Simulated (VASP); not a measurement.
# PrBOs4 (P4/mmm) in VASP: a series of runs, part 2 of 2

VASP 6.6.1. The steps go on from the part before.

## Step 3: Relaxation of cell and atoms, PBE

This run uses another cell than the first one, of 19.37 Å³/atom.

Input file INCAR:

```
SYSTEM = PrBOs4
  ALGO = Normal
  EDIFF = 1E-7
  EDIFFG = -0.04
  ENCUT = 600
  GGA = PE
  GGA_COMPAT = .False.
  IBRION = 2
  ISIF = 3
  ISMEAR = 0
  LASPH = .True.
  LCHARG = .False.
  LMAXMIX = 6
  LREAL = .False.
  LWAVE = .False.
  NELM = 200
  NELMIN = 4
  NSW = 90
  PREC = Accurate
  SIGMA = 0.1
```

Input file KPOINTS:

```
k-points
0
Gamma
  4 4 4
  0 0 0
```

Input file POSCAR:

```
PrBOs4
1.0
    4.3343079600      0.0000000000      0.0000000000
    0.0000000000      4.3343079600      0.0000000000
    0.0000000000      0.0000000000      6.1852756700
Pr B Os
1 1 4
Direct
    0.5000000000      0.5000000000      0.5000000000
    0.0000000000      0.0000000000      0.0000000000
    0.5000000000      0.0000000000      0.7628759100
    0.0000000000      0.5000000000      0.2371240900
    0.5000000000      0.0000000000      0.2371240900
    0.0000000000      0.5000000000      0.7628759100
```

Potentials or basis: VASP PAW PBE potentials, release 64 (Pr_3, B, Os), 4f in core.

Started as:

```
> cat potpaw_PBE.64/Pr_3/POTCAR potpaw_PBE.64/B/POTCAR potpaw_PBE.64/Os/POTCAR > POTCAR
> mpirun -np 1 vasp_std > vasp.out
```

OUTCAR:

```text
SYSTEM = PrBOs4
   EDIFF = 1E-7
   EDIFFG = -0.04
   ENCUT = 600
   GGA = PE
   IBRION = 2
   ISIF = 3
   ISMEAR = 0
   LASPH = .True.
   LREAL = .False.
   NELM = 200
   NELMIN = 4
   NSW = 90
   PREC = Accurate

 ion  position               nearest neighbor table
   1  0.500  0.500  0.500-   3 2.71   4 2.71   5 2.71   6 2.71   3 2.71   5 2.71   4 2.71   6 2.71

   2  0.000  0.000  0.000-   3 2.62   4 2.62   5 2.62   6 2.62   4 2.62   6 2.62   3 2.62   5 2.62

   3  0.500  0.000  0.763-   2 2.62   2 2.62   1 2.71   1 2.71   5 2.93   6 3.06   6 3.06   6 3.06
                             6 3.06   5 3.25
   4  0.000  0.500  0.237-   2 2.62   2 2.62   1 2.71   1 2.71   6 2.93   5 3.06   5 3.06   5 3.06
                             5 3.06   6 3.25
   5  0.500  0.000  0.237-   2 2.62   2 2.62   1 2.71   1 2.71   3 2.93   4 3.06   4 3.06   4 3.06
                             4 3.06   3 3.25
   6  0.000  0.500  0.763-   2 2.62   2 2.62   1 2.71   1 2.71   4 2.93   3 3.06   3 3.06   3 3.06
                             3 3.06   4 3.25

  LATTYP: Found a simple tetragonal cell.
 ALAT       =     4.3343079600
 C/A-ratio  =     1.4270503451

  Lattice vectors:

 A1 = (   4.3343079600,   0.0000000000,   0.0000000000)
 A2 = (   0.0000000000,   4.3343079600,   0.0000000000)
 A3 = (   0.0000000000,   0.0000000000,   6.1852756700)
[... 181 lines left out ...]

  FORCE on cell =-STRESS in cart. coord.  units (eV):
  Direction    XX          YY          ZZ          XY          YZ          ZX
  --------------------------------------------------------------------------------------
  -------------------------------------------------------------------------------------
  Total      -12.5465414    -12.5465414    -10.7058897      0.0000000      0.0000000      0.0000000
  in kB     -172.9959815   -172.9959815   -147.6164494      0.0000000      0.0000000      0.0000000
  external PRESSURE =    -164.5361374 kB  Pullay stress =       0.0000000 kB
[... 101 lines left out ...]
  FREE ENERGIE OF THE ION-ELECTRON SYSTEM (eV)
  ---------------------------------------------------
  free  energy   TOTEN  =       -47.5452400442 eV

  energy  without entropy=      -47.5075014232  energy(sigma->0) =      -47.52637073

[... ionic steps 4 to 15 ...]

--------------------------------------- Ionic step       16  -------------------------------------------

 number of electron      45.9999998 magnetization

------------------------ aborting loop because EDIFF is reached ----------------------------------------
[... 75 lines left out ...]
--------------------------------------- Ionic step       18  -------------------------------------------

 number of electron      45.9999997 magnetization

 Free energy of the ion-electron system (eV)
  ---------------------------------------------------
  ext. energy  EPLUGINS =         0.00000000
  ---------------------------------------------------
  free energy    TOTEN  =       -53.22496631 eV

  energy without entropy =      -53.20705016  energy(sigma->0) =      -53.21600824

 E-fermi :   5.9033     XC(G=0): -11.8228

 val. band max:        5.8887284859   @ k =   0.2500   0.0000   0.2500
 cond. band min:       5.9458456599   @ k =   0.2500   0.2500   0.5000
 fundamental gap:      0.0571171740
 Fermi energy:         5.9033150719

 k-point     1 :       0.0000    0.0000    0.0000
  band No.  band energies     occupation
      1     -29.8562      2.00000
      2     -11.8619      2.00000
      3     -11.6550      2.00000
      4     -11.6550      2.00000
      5      -5.0900      2.00000
      6      -2.1182      2.00000
[... 562 lines left out ...]
  FREE ENERGIE OF THE ION-ELECTRON SYSTEM (eV)
  ---------------------------------------------------
  free  energy   TOTEN  =       -53.2249663123 eV

  energy  without entropy=      -53.2070501634  energy(sigma->0) =      -53.21600824

 reached required accuracy - stopping structural energy minimisation
```

OSZICAR:

```text
N       E                     dE             d eps       ncg     rms          rms(c)
DAV:   1     0.376428961821E+03    0.37643E+03   -0.23147E+04   972   0.178E+03
DAV:   2    -0.147199403422E+01   -0.37790E+03   -0.36819E+03   978   0.522E+02
DAV:   3    -0.466707581624E+02   -0.45199E+02   -0.42578E+02  1816   0.118E+02
DAV:   4    -0.502888696029E+02   -0.36181E+01   -0.33802E+01  1423   0.272E+01
[... 220 lines left out ...]
DAV:   4    -0.532249680918E+02    0.35702E-05   -0.56845E-05  1535   0.387E-02    0.947E-03
DAV:   5    -0.532249676720E+02    0.41988E-06   -0.47165E-06  1332   0.977E-03    0.697E-03
DAV:   6    -0.532249671288E+02    0.54317E-06   -0.17475E-06  1544   0.633E-03    0.469E-03
DAV:   7    -0.532249663860E+02    0.74276E-06   -0.78972E-07  1044   0.539E-03    0.849E-04
DAV:   8    -0.532249663123E+02    0.73669E-07   -0.11690E-07   535   0.213E-03
  18 F= -.53224966E+02 E0= -.53216008E+02  d E =-.949431E-03
```

CONTCAR:

```text
PrBOs4
   1.00000000000000
     3.7126941553643666    0.0000000000000000    0.0000000000000000
     0.0000000000000000    3.7126941553643666    0.0000000000000000
     0.0000000000000000    0.0000000000000000    7.7861803481784362
  Pr              B               Os
     1     1     4
Direct
     0.5000000000000000    0.5000000000000000    0.5000000000000000
     0.0000000000000000    0.0000000000000000    0.0000000000000000
     0.5000000000000000    0.0000000000000000    0.8341786642766422
     0.0000000000000000    0.5000000000000000    0.1658213357233577
     0.5000000000000000    0.0000000000000000    0.1658213357233577
     0.0000000000000000    0.5000000000000000    0.8341786642766422

  0.00000000E+00  0.00000000E+00  0.00000000E+00
  0.00000000E+00  0.00000000E+00  0.00000000E+00
  0.00000000E+00  0.00000000E+00  0.00000000E+00
  0.00000000E+00  0.00000000E+00  0.00000000E+00
  0.00000000E+00  0.00000000E+00  0.00000000E+00
  0.00000000E+00  0.00000000E+00  0.00000000E+00
```

Run time: 13 min. Hardware: 1 thread of Intel Xeon Platinum 8488C (Sapphire Rapids), shared host; peak memory 0.29 GiB.

What came out:

* Free energy: -53.2250 eV
* Relaxed volume: 17.89 Å³/atom
* Relaxed cell: a = 3.713 Å, b = 3.713 Å, c = 7.786 Å, α = 90.00°, β = 90.00°, γ = 90.00°
* Space group after relaxing (to 0.1 Å): P4/mmm (No. 123)
* Energy gained by relaxing: 1358.2 meV/atom
* Ionic steps: 18
* Pressure after relaxing: 0.0 GPa
* Largest force after relaxing: 0.017 eV/Å

Forces on the atoms (eV/Å):
```
Pr   0.000  0.000  0.000
B    0.000  0.000  0.000
Os   0.000  0.000  0.017
Os   0.000  0.000 -0.017
Os   0.000  0.000 -0.017
Os   0.000  0.000  0.017
```

Stress tensor (GPa, compression positive):
```
 0.04  0.00  0.00
 0.00  0.04  0.00
 0.00  0.00 -0.06
```

The path:
```csv
step,energy change (eV),largest force (eV/Å),pressure (GPa),volume (Å³)
1,0.0000,3.6530,-16.45,116.20
2,-1.5591,2.1981,49.97,85.85
3,-2.4694,4.1347,14.28,95.16
4,-4.1494,1.4185,30.98,93.74
5,-4.1714,0.5861,28.32,93.88
6,-5.9163,1.5919,12.91,101.68
7,-6.5249,3.1385,2.62,111.21
8,-7.3428,0.0283,-7.43,113.08
9,-7.4301,0.5335,-9.79,113.67
10,-7.4635,1.1902,-13.30,114.80
11,-8.0637,0.7344,-2.74,107.47
12,-8.0869,0.6939,0.17,105.99
13,-8.1153,0.4873,0.26,106.25
14,-8.1419,0.0026,0.63,106.80
15,-8.1478,0.0454,-0.32,107.39
16,-8.1481,0.0595,-0.59,107.57
17,-8.1489,0.0012,0.26,107.22
18,-8.1491,0.0169,0.00,107.33
```

Final structure:
```
Pr B Os
1.0
     3.71269    0.00000    0.00000
     0.00000    3.71269    0.00000
     0.00000    0.00000    7.78618
Pr B Os
1 1 4
Direct
  0.50000 0.50000 0.50000
  0.00000 0.00000 0.00000
  0.50000 0.00000 0.83418
  0.00000 0.50000 0.16582
  0.50000 0.00000 0.16582
  0.00000 0.50000 0.83418
```

Levels at points of the mesh, in eV from the Fermi level:
```
           k point  band 19  band 20  band 21  band 22  band 23  band 24  band 25  band 26  band 27
(0.00, 0.00, 0.00)    -0.99    -0.75     0.64     0.98     0.98     1.19     1.44     1.80     2.02
(0.50, 0.00, 0.00)    -2.09    -2.04    -1.02    -0.88    -0.85    -0.66    -0.64    -0.42    -0.19
(0.50, 0.50, 0.00)    -1.27    -1.27    -0.95    -0.67    -0.67    -0.36     0.14     1.44     1.63
(0.00, 0.00, 0.50)    -1.22    -0.95    -0.46     1.11     1.11     1.20     1.79     1.99     1.99
(0.50, 0.00, 0.50)    -2.11    -2.05    -1.79    -1.03    -1.02    -0.75    -0.43    -0.41    -0.28
(0.50, 0.50, 0.50)    -0.77    -0.77    -0.36     0.18     0.41     0.49     0.49     1.43     1.56
```

Caveat: the k points lie up to 0.42 Å⁻¹ apart in the final cell; the highest band is partly filled, so the run has too few bands; a cell axis changed by over 15 % at a fixed basis, so the end point is rough; spin-orbit coupling is left out, which moves the levels of the heavy elements; the 4f electrons are frozen in the core, so they carry no moment and show no levels.

## Step 4: Single point, PBE, collinear spin

Input file INCAR:

```
  PREC = Accurate
  ENCUT = 600
  EDIFF = 1E-6
  ISMEAR = 0
  SIGMA = 0.1
  LREAL = False
  LASPH = True
  NELM = 200
  ALGO = Normal
  ISIF = 2
  LWAVE = False
  LCHARG = False
  ISPIN = 2
  MAGMOM = 0 0 1 1 1 1
  LORBIT = 11
  LMAXMIX = 6
  GGA = PE
  NBANDS = 36
  GGA_COMPAT = False
```

Input file KPOINTS:

```
regular mesh
0
Gamma
  4 4 2
```

Input file POSCAR:

```
PrBOs4
1.0
    3.7506220961      0.0000000000      0.0000000000
    0.0000000000      3.7506220961      0.0000000000
    0.0000000000      0.0000000000      7.6414316629
Pr B Os
1 1 4
Direct
    0.5000000000      0.5000000000      0.5000000000
    0.0000000000      0.0000000000      0.0000000000
    0.5000000000      0.0000000000      0.8356895493
    0.0000000000      0.5000000000      0.1643104507
    0.5000000000      0.0000000000      0.1643104507
    0.0000000000      0.5000000000      0.8356895493
```

Started as:

```
> cat potpaw_PBE.64/Pr_3/POTCAR potpaw_PBE.64/B/POTCAR potpaw_PBE.64/Os/POTCAR > POTCAR
> mpirun -np 1 vasp_std > vasp.out
```

It took 1.7 min on 1 thread of Intel Xeon Platinum 8488C (Sapphire Rapids), shared host; peak memory 0.33 GiB.

The run converged. Its results:

```yaml
Free_energy: -53.2317 eV
Pressure: 0.3 GPa
Largest_force: 0.270 eV/Å
Band_gap_on_the_k_mesh: zero (filled and empty bands overlap)
Net_moment: 0.00 μB per cell
Valence_electrons_inside_the_program's_atomic_spheres: Pr 8.78; B 1.89; Os 7.33
```

Forces on the atoms (eV/Å):
```
Pr   0.000  0.000  0.000
B    0.000  0.000  0.000
Os   0.000  0.000 -0.270
Os   0.000  0.000  0.270
Os   0.000  0.000  0.270
Os   0.000  0.000 -0.270
```

Stress tensor (GPa, compression positive):
```
-0.93  0.00  0.00
 0.00 -0.93  0.00
 0.00  0.00  2.71
```

Levels at points of the mesh, in eV from the Fermi level:
Spin up:
| k point | band 20 | band 21 | band 22 | band 23 | band 24 | band 25 | band 26 | band 27 |
| --- | --- | --- | --- | --- | --- | --- | --- | --- |
| (0.00, 0.00, 0.00) | -0.58 | 0.62 | 1.02 | 1.02 | 1.33 | 1.54 | 1.67 | 1.96 |
| (0.50, 0.00, 0.00) | -2.00 | -0.99 | -0.88 | -0.65 | -0.54 | -0.46 | -0.34 | 0.00 |
| (0.50, 0.50, 0.00) | -1.25 | -1.00 | -0.64 | -0.58 | -0.58 | -0.11 | 1.37 | 1.48 |
| (0.00, 0.00, 0.50) | -1.03 | -0.30 | 1.18 | 1.18 | 1.42 | 1.65 | 1.83 | 1.83 |
| (0.50, 0.00, 0.50) | -1.96 | -1.71 | -1.08 | -1.01 | -0.60 | -0.36 | -0.30 | -0.10 |
| (0.50, 0.50, 0.50) | -0.72 | -0.64 | -0.07 | 0.44 | 0.57 | 0.57 | 0.80 | 0.80 |
Spin down:
```
           k point  band 21  band 22  band 23  band 24  band 25  band 26
(0.00, 0.00, 0.00)     0.62     1.02     1.02     1.33     1.54     1.67
(0.50, 0.00, 0.00)    -0.99    -0.88    -0.65    -0.54    -0.46    -0.34
(0.50, 0.50, 0.00)    -1.00    -0.64    -0.58    -0.58    -0.11     1.37
(0.00, 0.00, 0.50)    -0.30     1.18     1.18     1.42     1.65     1.83
(0.50, 0.00, 0.50)    -1.71    -1.08    -1.01    -0.60    -0.36    -0.30
(0.50, 0.50, 0.50)    -0.64    -0.07     0.44     0.57     0.57     0.80
```

Caveat: the k points lie up to 0.42 Å⁻¹ apart, too coarse for converged energies and pressures of a metal; the magnetic or orbital state may not be the lowest; the moments typed at the start vanished in this run; spin-orbit coupling is left out, which moves the levels of the heavy elements; the 4f electrons are frozen in the core, so they carry no moment and show no levels.

## Step 5: The runs side by side

```csv
task,spin,cell,k mesh,gap on the mesh (eV),pressure (GPa),largest force (eV/Å)
single point,off,"a = 3.751, b = 3.751, c = 7.641 Å, 6 atoms, atomic positions A",6 × 6 × 2,none,0.5,0.04
relaxation of cell and atoms,off,"relaxed from a = 4.334, b = 4.334, c = 6.185 Å, 6 atoms, atomic positions B",4 × 4 × 4,-,0.0,0.02
single point,collinear,"a = 3.751, b = 3.751, c = 7.641 Å, 6 atoms, atomic positions A",4 × 4 × 2,none,0.3,0.27
```

Alike in all rows: level PBE; potentials or basis VASP PAW PBE potentials, release 64 (Pr_3, B, Os), 4f in core; cutoff (eV) 600; smearing gaussian 0.1 eV.

Caveats: all runs use coarse meshes; spin-orbit coupling is left out, which moves the levels of the heavy elements; the 4f electrons are frozen in the core, so they carry no moment and show no levels; the highest band is partly filled, so the run has too few bands (at least some runs); a cell axis changed by over 15 % at a fixed basis, so the end point is rough (at least some runs); the magnetic or orbital state may not be the lowest (at least some runs); the moments typed at the start vanished in this run (at least some runs).

Total energies depend on the potentials used, so only differences within one code and one set of settings carry meaning.

The gap in the log of VASP goes by the Fermi energy; the results here count the filled bands.